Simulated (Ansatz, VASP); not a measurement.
## Two plane-wave programs on SnO2

INCAR

```
ALGO = Normal
EDIFF = 1E-6
ENCUT = 520
GGA = PE
ISIF = 2
ISMEAR = 0
IVDW = 12
LASPH = T
LCHARG = F
LREAL = F
LWAVE = F
NBANDS = 49
NELM = 60
PREC = Accurate
SIGMA = 0.05
```

KPOINTS

```
k-points
0
Gamma
  9 9 2
```

POSCAR

```
SnO2
1.0
   -3.2372529198      0.0000000000      0.0000000000
   -1.6186264599     -2.8035432670      0.0000000000
   -0.4855879380     -0.2803543268     15.6754773976
Sn O
3 6
Direct
    0.6255991831      0.6255991831      0.4106748359
    0.9863117514     -0.0136882486      0.1368824855
    0.2648866147      0.2648866147      0.6844671862
    0.6466592891      0.6466592891      0.2000737752
    0.9252341524     -0.0747658476      0.7476584759
    0.2859467208      0.2859467208      0.4738661255
    0.6045390770      0.6045390770      0.6212758966
    0.9652516454     -0.0347483546      0.3474835462
    0.3259642137      0.3259642137      0.0736911959
```

Input for Ansatz:

```yaml
crystal:
  lattice:
    - [-3.2372529198, 0.0, 0.0]
    - [-1.6186264599, -2.803543267, 0.0]
    - [-0.485587938, -0.2803543268, 15.6754773976]
  atoms:
    - { symbol: Sn, position: [0.6255991831, 0.6255991831, 0.4106748359] }
    - { symbol: Sn, position: [0.9863117514, -0.0136882486, 0.1368824855] }
    - { symbol: Sn, position: [0.2648866147, 0.2648866147, 0.6844671862] }
    - { symbol: O, position: [0.6466592891, 0.6466592891, 0.2000737752] }
    - { symbol: O, position: [0.9252341524, -0.0747658476, 0.7476584759] }
    - { symbol: O, position: [0.2859467208, 0.2859467208, 0.4738661255] }
    - { symbol: O, position: [0.604539077, 0.604539077, 0.6212758966] }
    - { symbol: O, position: [0.9652516454, -0.0347483546, 0.3474835462] }
    - { symbol: O, position: [0.3259642137, 0.3259642137, 0.0736911959] }
basis:
  ecutwfc: 520.0
kpoints:
  mp_grid: { grid: [9, 9, 2] }
hamiltonian:
  xc: pbe
  pseudopotentials: { kind: paw, azcp: { folder: soft_1 } }
  dispersion: d3bj
scf:
  occupations: { method: gaussian, width: 0.05 }
output:
  forces: true
  stress: true
  eigenvalues: true
```

Alike in both runs: task single point; functional PBE; dispersion D3(BJ); k mesh 9 × 9 × 2; occupations gaussian, width 0.05 eV; no spin polarisation.

|  | VASP | Ansatz |
| --- | --- | --- |
| version | VASP 6.6.1 | Ansatz 0.2.0 |
| potentials or method | VASP PAW PBE potentials, release 64 (Sn_d, O), cutoff 520 eV | scalar-relativistic, plane waves, PAW |
| valence electrons in the cell | 78 | 78 |

```tsv
	VASP	Ansatz	Ansatz less VASP
gap on the k mesh at the Fermi level (eV)	1.93	1.95	+0.021
least direct gap on the mesh (eV)	2.10	2.12	+0.016
pressure (GPa)	0.4	-0.2	-0.56
traceless stress, the component that is largest in VASP (GPa)	0.11	0.47	+0.365
rms of the force components (eV/Å)	0.081	0.066	-0.0154
```

Atom by atom the forces differ by 0.026 eV/Å (rms over components).
